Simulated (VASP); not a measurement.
Wanted: the native input for a VASP 6.6.1 run.

* Task: G0W0 quasiparticle levels
* Functional: r2SCAN
* Potentials or basis: VASP PAW PBE potentials, release 64 (Si_GW, C_GW)
* Cutoff: 500 eV
* k mesh: 8 × 8 × 8
* Occupations: gaussian, width 0.01 eV
* Spin: no spin polarisation
* Dipole correction: no
* GW scheme: G0W0
* GW iterations: 1
* Cutoff of the response function: 200
* Frequency points: 96
* Empty bands: 153
* Further INCAR settings: ALGO = EVGW0; EDIFF = 1e-08; NBANDS = 157

SiC:

```xyz
2
Lattice="0.0000 2.1780 2.1780 2.1780 0.0000 2.1780 2.1780 2.1780 0.0000" Properties=species:S:1:pos:R:3 pbc="T T T"
Si    1.0890    1.0890    1.0890
C     0.0000    0.0000    0.0000
```

One way to write it, as run:

POSCAR

```
SiC
1.0
    0.0000000000      2.1780497436      2.1780497436
    2.1780497436      0.0000000000      2.1780497436
    2.1780497436      2.1780497436      0.0000000000
Si C
1 1
Direct
    0.2500000000      0.2500000000      0.2500000000
    0.0000000000      0.0000000000      0.0000000000
```

INCAR.step1

```
PREC     = Accurate       # precision mode
ENCUT    = 500            # plane-wave cutoff, eV
EDIFF    = 1E-8           # SCF threshold, eV
ISMEAR   = 0              # smearing method
SIGMA    = 0.01           # smearing width, eV
LREAL    = False          # projectors in reciprocal space
LASPH    = True           # aspherical terms in the spheres
NELM     = 100            # most SCF steps
ALGO     = Normal         # electronic algorithm
LWAVE    = True           # write WAVECAR
LCHARG   = False          # write CHGCAR
METAGGA  = R2SCAN         # meta-GGA
LMIXTAU  = True
```

INCAR.step2

```
PREC     = Accurate       # precision mode
ENCUT    = 500            # plane-wave cutoff, eV
EDIFF    = 1E-8           # SCF threshold, eV
ISMEAR   = 0              # smearing method
SIGMA    = 0.01           # smearing width, eV
LREAL    = False          # projectors in reciprocal space
LASPH    = True           # aspherical terms in the spheres
NELM     = 1              # most SCF steps
ALGO     = Exact          # electronic algorithm
LWAVE    = True           # write WAVECAR
LCHARG   = False          # write CHGCAR
METAGGA  = R2SCAN         # meta-GGA
LMIXTAU  = True         
NBANDS   = 157            # bands
LOPTICS  = True           # frequency-dependent dielectric function
ISTART   = 1
```

INCAR.step3

```
PREC     = Accurate       # precision mode
ENCUT    = 500            # plane-wave cutoff, eV
EDIFF    = 1E-8           # SCF threshold, eV
ISMEAR   = 0              # smearing method
SIGMA    = 0.01           # smearing width, eV
LREAL    = False          # projectors in reciprocal space
LASPH    = True           # aspherical terms in the spheres
ALGO     = EVGW0          # electronic algorithm
LWAVE    = False          # write WAVECAR
LCHARG   = False          # write CHGCAR
METAGGA  = R2SCAN         # meta-GGA
LMIXTAU  = True         
NELMGW   = 1            
NBANDS   = 157            # bands
ENCUTGW  = 200            # cutoff of the response function
NOMEGA   = 96             # frequency points
PRECFOCK = Fast         
ISTART   = 1            
NBANDSGW = 12           
OMEGAMAX = 20
```

KPOINTS

```
Automatic mesh
0
Gamma
  8 8 8
```

Potentials or basis: VASP PAW PBE potentials, release 64 (Si_GW, C_GW).

Command:

```bash
$ cat potpaw_PBE.64/Si_GW/POTCAR potpaw_PBE.64/C_GW/POTCAR > POTCAR
$ cp INCAR.step1 INCAR
$ mpirun -np 1 vasp_std > vasp.out
$ cp INCAR.step2 INCAR
$ mpirun -np 1 vasp_std > vasp.out
$ cp INCAR.step3 INCAR
$ mpirun -np 1 vasp_std > vasp.out
```

Results of the run:

* Quasiparticle gap: 2.42 eV
* Least direct quasiparticle gap: 5.87 eV
* Band gap of the starting levels on the mesh: 1.73 eV
* Least direct gap of the starting levels on the mesh: 5.06 eV

Caveat: bands, screening cutoff and mesh are small and nothing is extrapolated, so the quasiparticle values aren't converged.

It took 13 min on 1 thread of Intel(R) Xeon(R) 6975P-C (Granite Rapids), on a shared host, peak memory 1.4 GiB.
